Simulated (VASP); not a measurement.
# Ti (Immm) in VASP: further runs

Runs on Ti. Level: r2SCAN. Tasks: single point.

Everything below comes from runs of VASP 6.6.1. Logs are shortened: lines on timing, memory, paths and dates and some standing lists are left out, and cuts for length are marked.

**1. The cell of the first run**

Symmetry: Immm, No. 71, orthorhombic system. Conventional cell: a = 2.817 Å, b = 2.925 Å, c = 4.060 Å, α = 90.00°, β = 90.00°, γ = 90.00°. Within 3.7 Å of Ti (site symmetry mmm) lie 12 Ti at 2.82 to 2.92 Å.

**2. Single point, r2SCAN (strain +0.0375 x Voigt [0, 0, 0, 0, 0, 1])**

POSCAR

```
Ti
1.0
    0.0380625000      2.0300000000      2.0300000000
    2.0300000000      0.0380625000      2.0300000000
    2.0680625000      2.0680625000      0.0000000000
Ti
1
Direct
    0.0000000000      0.0000000000      0.0000000000
```

INCAR.step1

```
ALGO = Normal
EDIFF = 1E-4
ENCUT = 520
GGA = PE
ISMEAR = 0
LASPH = T
LCHARG = F
LREAL = F
LWAVE = T
NBANDS = 12
NELM = 60
PREC = Accurate
SIGMA = 0.15
```

INCAR.step2

```
ALGO = Normal
EDIFF = 1E-7
ENCUT = 520
ISIF = 2
ISMEAR = 0
ISTART = 1
LASPH = T
LCHARG = T
LELF = T
LMIXTAU = T
LREAL = F
LVHAR = T
LWAVE = F
METAGGA = R2SCAN
NBANDS = 12
NELM = 60
PREC = Accurate
SIGMA = 0.15
```

KPOINTS

```
k-points
0
Gamma
  20 20 20
```

Potentials or basis: VASP PAW PBE potentials, release 64 (Ti_sv).

The run is started by

```sh
$ cat potpaw_PBE.64/Ti_sv/POTCAR > POTCAR
$ cp INCAR.step1 INCAR
$ mpirun -np 1 vasp_std > vasp.out
$ cp INCAR.step2 INCAR
$ mpirun -np 1 vasp_std > vasp.out
```

OUTCAR:

```text
EDIFF = 1E-7
   ENCUT = 520
   ISIF = 2
   ISMEAR = 0
   ISTART = 1
   LASPH = T
   LREAL = F
   METAGGA = R2SCAN
   NELM = 60
   PREC = Accurate

 ion  position               nearest neighbor table
   1  0.000  0.000  0.000-

  LATTYP: Found a body centered orthorhombic cell.
 ALAT       =     2.8170250279
 B/A-ratio  =     1.0382165605
 C/A-ratio  =     1.4412367515

  Lattice vectors:

 A1 = (   2.0300000000,   0.0380625000,  -2.0300000000)
 A2 = (  -2.0300000000,  -0.0380625000,  -2.0300000000)
 A3 = (   0.0380625000,   2.0300000000,   2.0300000000)

Analysis of symmetry for initial positions (statically):
=====================================================================
 Subroutine PRICEL returns:
 Original cell was already a primitive cell.

 Routine SETGRP: Setting up the symmetry group for a
 body centered orthorhombic supercell.

 Subroutine GETGRP returns: Found  8 space group operations
 (whereof  8 operations were pure point group operations)
 out of a pool of  8 trial point group operations.

The static configuration has the point symmetry D_2h.

Analysis of symmetry for dynamics (positions and initial velocities):
=====================================================================
 Subroutine PRICEL returns:
 Original cell was already a primitive cell.

 Routine SETGRP: Setting up the symmetry group for a
 body centered orthorhombic supercell.

 Subroutine GETGRP returns: Found  8 space group operations
 (whereof  8 operations were pure point group operations)
 out of a pool of  8 trial point group operations.

The dynamic configuration has the point symmetry D_2h.

 Subroutine INISYM returns: Found  8 space group operations
 (whereof  8 operations are pure point group operations),
 and found     1 'primitive' translations

----------------------------------------------------------------------------------------

                                     Primitive cell

  volume of cell :      16.7250

  direct lattice vectors                    reciprocal lattice vectors
     0.038062500  2.030000000  2.030000000    -0.251011892  0.251011892  0.246305419
     2.030000000  0.038062500  2.030000000     0.251011892 -0.251011892  0.246305419
     2.068062500  2.068062500  0.000000000     0.241772190  0.241772190 -0.246305419

  length of vectors
     2.871105842  2.871105842  2.924682035     0.432065156  0.432065156  0.421395234

  position of ions in fractional coordinates (direct lattice)
     0.000000000  0.000000000  0.000000000

  ion indices of the primitive-cell ions
   primitive index   ion index
                 1           1

----------------------------------------------------------------------------------------

 KPOINTS: k-points

Automatic generation of k-mesh.
 Grid dimensions read from file:
 generate k-points for:   20   20   20

 Generating k-lattice:

  Cartesian coordinates                     Fractional coordinates (reciprocal lattice)
    -0.012550595  0.012550595  0.012315271     0.050000000  0.000000000  0.000000000
     0.012550595 -0.012550595  0.012315271     0.000000000  0.050000000  0.000000000
     0.012088610  0.012088610 -0.012315271     0.000000000  0.000000000  0.050000000

  Length of vectors
     0.021603258  0.021603258  0.021069762

  Shift w.r.t. Gamma in fractional coordinates (k-lattice)
     0.000000000  0.000000000  0.000000000

 Subroutine IBZKPT returns following result:
 ===========================================

 Found   1166 irreducible k-points:

 Following reciprocal coordinates:
            Coordinates               Weight
  0.000000  0.000000  0.000000      1.000000
  0.050000  0.000000  0.000000      4.000000
  0.100000 -0.000000  0.000000      4.000000
  0.150000  0.000000  0.000000      4.000000
  0.200000 -0.000000  0.000000      4.000000
  0.250000  0.000000  0.000000      4.000000
[... 16 lines left out ...]
 -0.400000  0.050000  0.000000      4.000000
 -0.350000  0.050000  0.000000      4.000000
 [... further k-points ...]
   k-points           NKPTS =   1166   k-points in BZ     NKDIM =   1166   number of bands    NBANDS=     12
   number of dos      NEDOS =    301   number of ions     NIONS =      1
   total plane-waves  NPLWV =  13824
   dimension x,y,z NGX =    24 NGY =   24 NGZ =   24
   dimension x,y,z NGXF=    48 NGYF=   48 NGZF=   48
   ions per type =               1
   NGX,Y,Z   is equivalent  to a cutoff of  13.90, 13.90, 13.64 a.u.
   NGXF,Y,Z  is equivalent  to a cutoff of  27.79, 27.79, 27.28 a.u.
 SYSTEM =  unknown system
   PREC   = accura    normal or accurate (medium, high low for compatibility)
   ISTART =      1    job   : 0-new  1-cont  2-samecut
   ICHARG =      0    charge: 1-file 2-atom 10-const
   ISPIN  =      1    spin polarized calculation?
   LNONCOLLINEAR =      F non collinear calculations
   LSORBIT =      F    spin-orbit coupling
   LASPH  =      T    aspherical Exc in radial PAW
   ENCUT  =  520.0 eV  38.22 Ry    6.18 a.u.   5.34  5.34  5.44*2*pi/ulx,y,z
   NELM   =     60;   NELMIN=  2; NELMDL=  0     # of ELM steps
   EDIFF  = 0.1E-06   stopping-criterion for ELM
   LREAL  =      F    real-space projection
   EDIFFG = 0.1E-05   stopping-criterion for IOM
   NSW    =      0    number of steps for IOM
   IBRION =     -1    ionic relax: 0-MD 1-quasi-New 2-CG
   NFREE  =      0    steps in history (QN), initial steepest desc. (CG)
   ISIF   =      2    stress and relaxation
   ISYM   =      2    0-nonsym 1-usesym 2-fastsym
   POTIM  = 0.5000    time-step for ionic-motion
   TEBEG  =    0.0;   TEEND  =   0.0 temperature during run
   PSTRESS=    0.0 pullay stress
   NELECT =      12.0000    total number of electrons
   NUPDOWN=      -1.0000    fix difference up-down
   EMIN   =  10.00;   EMAX   =-10.00  energy-range for DOS
   EFERMI =   0.00;   METHOD = LEGACY
   ISMEAR =     0;   SIGMA  =   0.15  broadening in eV -4-tet -1-fermi 0-gaus
   EFERMI_NEDOS =   21; number of points for ismear=-14 and -15
   IALGO  =     38    algorithm
   IMIX   =      4    mixing-type and parameters
     AMIX     =   0.40;   BMIX     =  1.00
     AMIX_MAG =   1.60;   BMIX_MAG =  1.00
  volume/ion in A,a.u.               =      16.72       112.87
  Fermi-wavevector in a.u.,A,eV,Ry     =   1.465593  2.769570 29.224817  2.147963
  Thomas-Fermi vector in A             =   2.581432
   LORBIT       =      0    0 simple, 1 ext, 2 COOP (PROOUT), +10 PAW based schemes
   METAGGA = R2SCAN    functional components
   LHFCALC =     F    Hartree Fock is set to
   AEXX    =    0.0000 exact exchange contribution
   IVDW    =     0    specifies the selected vdW correction
   LEPSILON=     F    determine dielectric tensor
   LRPA    =     F    only Hartree local field effects (RPA)
 non-spin polarized calculation
 Gauss-broadening in eV      SIGMA  =   0.15
  energy-cutoff  :      520.00
  volume of cell :       16.72
 maximum number of plane-waves:       469
 NGX is ok and might be reduce to    24
   NGX = 11   NGY = 11   NGZ = 11

 number of electron      12.0000000 magnetization

 Free energy of the ion-electron system (eV)
  ---------------------------------------------------
  ext. energy  EPLUGINS =         0.00000000
  ---------------------------------------------------
  free energy    TOTEN  =       -12.87256467 eV

  energy without entropy =      -12.85580011  energy(sigma->0) =      -12.86418239

 E-fermi :   8.6486     XC(G=0): -12.6057

 val. band max:        8.6476475966   @ k =  -0.3500   0.0000   0.1000
 cond. band min:       8.6497967720   @ k =  -0.4500   0.5000   0.4500
 fundamental gap:      0.0021491754
 Fermi energy:         8.6486292418

 k-point     1 :       0.0000    0.0000    0.0000
  band No.  band energies     occupation
      1     -50.3284      2.00000
      2     -25.1069      2.00000
      3     -25.0862      2.00000
      4     -25.0609      2.00000
      5       2.0921      2.00000
      6       9.4686      0.00000
      7       9.6475      0.00000
      8       9.8822      0.00000
      9      11.5738      0.00000
     10      11.5776      0.00000
     11      24.6062      0.00000
     12      29.1505      0.00000

 k-point     2 :       0.0500    0.0000    0.0000
  band No.  band energies     occupation
      1     -50.3245      2.00000
      2     -25.1094      2.00000
      3     -25.0975      2.00000
      4     -25.0736      2.00000
      5       2.1819      2.00000
      6       9.5031      0.00000
      7       9.6485      0.00000
      8       9.8571      0.00000
      9      11.5452      0.00000
     10      11.5512      0.00000
     11      24.7007      0.00000
     12      29.2241      0.00000

 k-point     3 :       0.1000   -0.0000    0.0000
  band No.  band energies     occupation
      1     -50.3132      2.00000
      2     -25.1520      2.00000
      3     -25.1164      2.00000
      4     -25.0883      2.00000
      5       2.4460      2.00000
      6       9.5447      0.00000
      7       9.5969      0.00000
      8       9.8937      0.00000
      9      11.4730      0.00000
     10      11.4841      0.00000
     11      24.9311      0.00000
     12      27.7617      0.00000
[... 286 lines left out ...]
 k-point    23 :      -0.4000    0.0500    0.0000
  band No.  band energies     occupation
      1     -50.1756      2.00000
      2     -25.8375      2.00000
      3     -25.2068      2.00000
      4     -25.1958      2.00000
      5       5.7833      2.00000
      6       8.9588      0.00345
      7       9.4969      0.00000
      8       9.7379      0.00000
      9      12.2824      0.00000
     10      12.8096      0.00000
     11      18.6117      0.00000
     12      24.0446      0.00000

 k-point    24 :      -0.3500    0.0500    0.0000
  band No.  band energies     occupation
      1     -50.1912      2.00000
      2     -25.7625      2.00000
      3     -25.1971      2.00000
      4     -25.1832      2.00000
      5       5.4791      2.00000
      6       8.7176      0.51537
      7       9.5985      0.00000
      8       9.8327      0.00000
      9      11.9723      0.00000
     10      12.5596      0.00000
     11      19.6668      0.00000
     12      24.4169      0.00000

 [... further k-points ...]
[... 5 lines left out ...]
  --------------------------------------------------------------------------------------
  -------------------------------------------------------------------------------------
  Total        0.5134139      0.5134139      0.5096194     -0.2714080      0.0000000      0.0000000
  in kB       49.1827452     49.1827452     48.8192502    -25.9996668      0.0000000      0.0000000
  external PRESSURE =      49.0615802 kB  Pullay stress =       0.0000000 kB

 VOLUME and BASIS-vectors are now :
 -----------------------------------------------------------------------------
  energy-cutoff  :      520.00
  volume of cell :       16.72
      direct lattice vectors                 reciprocal lattice vectors
     0.038062500  2.030000000  2.030000000    -0.251011892  0.251011892  0.246305419
     2.030000000  0.038062500  2.030000000     0.251011892 -0.251011892  0.246305419
     2.068062500  2.068062500  0.000000000     0.241772190  0.241772190 -0.246305419

 POSITION                                       TOTAL-FORCE (eV/Angst)
 -----------------------------------------------------------------------------------
      0.00000      0.00000      0.00000         0.000000      0.000000      0.000000
 -----------------------------------------------------------------------------------
    total drift:                                0.000000     -0.000000     -0.000000

  FREE ENERGIE OF THE ION-ELECTRON SYSTEM (eV)
  ---------------------------------------------------
  free  energy   TOTEN  =       -12.8725646750 eV

  energy  without entropy=      -12.8558001141  energy(sigma->0) =      -12.86418239
```

Run time: 9.2 min. Hardware: 1 thread of Intel Xeon Platinum 8124M at 3.00GHz (Skylake/Cascade Lake), shared host; peak memory 0.33 GiB.

What came out:

* Free energy: -12.8726 eV
* Pressure: 4.9 GPa
* Band gap on the k mesh: zero (band 6 reaches 9.55 eV, above the bottom of band 7 at 8.20 eV)

Caveat: the cell differs from its parent crystal (strain +0.0375 x Voigt [0, 0, 0, 0, 0, 1]); the PAW data sets were made with another functional, which shifts forces and pressure a little.

**3. Single point, r2SCAN (strain +0.0125 x Voigt [0, 0, 0, 0, 0, 1])**

POSCAR

```
Ti
1.0
    0.0126875000      2.0300000000      2.0300000000
    2.0300000000      0.0126875000      2.0300000000
    2.0426875000      2.0426875000      0.0000000000
Ti
1
Direct
    0.0000000000      0.0000000000      0.0000000000
```

INCAR.step1

```
SYSTEM = Ti
ALGO = Normal
EDIFF = 1E-4
ENCUT = 520
GGA = PE
ISMEAR = 0
LASPH = .TRUE.
LCHARG = .FALSE.
LREAL = .FALSE.
LWAVE = .TRUE.
NBANDS = 12
NELM = 80
PREC = Accurate
SIGMA = 0.15
```

INCAR.step2

```
SYSTEM = Ti
ALGO = Normal
EDIFF = 1E-7
ENCUT = 520
ISIF = 2
ISMEAR = 0
ISTART = 1
LASPH = .TRUE.
LCHARG = .TRUE.
LELF = .TRUE.
LMIXTAU = .TRUE.
LREAL = .FALSE.
LVHAR = .TRUE.
LWAVE = .FALSE.
METAGGA = R2SCAN
NBANDS = 12
NELM = 80
PREC = Accurate
SIGMA = 0.15
```

KPOINTS

```
k-points
0
G
  20 20 20
  0 0 0
```

Potentials or basis: VASP PAW PBE potentials, release 64 (Ti_sv).

The run is started by

```sh
$ cat potpaw_PBE.64/Ti_sv/POTCAR > POTCAR
$ cp INCAR.step1 INCAR
$ mpirun -np 1 vasp_std > vasp.out
$ cp INCAR.step2 INCAR
$ mpirun -np 1 vasp_std > vasp.out
```

Run time: 9.2 min. Hardware: 1 thread of Intel Xeon Platinum 8124M at 3.00GHz (Skylake/Cascade Lake), shared host; peak memory 0.34 GiB.

It converged, with:

```yaml
Free_energy: -12.8773 eV
Pressure: 4.9 GPa
Band_gap_on_the_k_mesh: zero (band 6 reaches 9.63 eV, above the bottom of band 7 at 8.21 eV)
```

Stress tensor (GPa, compression positive):
```
 4.86 -0.87  0.00
-0.87  4.86  0.00
 0.00  0.00  4.86
```

Levels at points of the mesh, in eV from the Fermi level:
```
           k point  band 3  band 4  band 5  band 6  band 7  band 8  band 9  band 10
(0.00, 0.00, 0.00)  -33.73  -33.73   -6.55    0.96    1.02    1.10    2.92     2.92
(0.50, 0.00, 0.00)  -33.84  -33.84   -2.79    0.61    0.87    0.99    3.99     4.04
(0.50, 0.50, 0.00)  -34.02  -33.99   -2.79   -1.89    2.99    4.06    4.26     4.26
(0.00, 0.00, 0.50)  -33.83  -33.82   -2.80    0.48    0.90    1.01    3.97     4.02
(0.50, 0.00, 0.50)  -34.01  -34.01   -2.79   -1.88    2.99    4.06    4.26     4.26
```

Caveat: the cell differs from its parent crystal (strain +0.0125 x Voigt [0, 0, 0, 0, 0, 1]); the PAW data sets were made with another functional, which shifts forces and pressure a little.
